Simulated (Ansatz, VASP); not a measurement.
## Li3SF in VASP and in Ansatz

```xyz
5
Lattice="4.4966 0.0000 0.0000 0.0000 4.4966 0.0000 0.0000 0.0000 4.4966" Properties=species:S:1:pos:R:3 pbc="T T T"
F     0.0000    0.0000    0.0000
S     2.2483    2.2483    2.2483
Li    2.2483    2.2483    0.0000
Li    2.2483    0.0000    2.2483
Li    0.0000    2.2483    2.2483
```

Alike in both runs: task single point; functional PBE; k mesh 6 × 6 × 6; no spin polarisation.

```csv
,VASP,Ansatz
version,VASP 6.6.1,Ansatz 0.2.0
potentials or method,"VASP PAW PBE potentials, release 64 (F, S, Li_sv)","plane waves, PAW"
plane-wave cutoff (eV),520,420
occupations,"gaussian, width 0.01 eV",fixed
valence electrons in the cell,22,22
```

|  | VASP | Ansatz | Ansatz less VASP |
| --- | --- | --- | --- |
| gap on the k mesh at the Fermi level (eV) | 3.96 | 3.96 | 0.000 |

Noted on VASP's run: the cutoff is short for stress, so the pressure is rough.
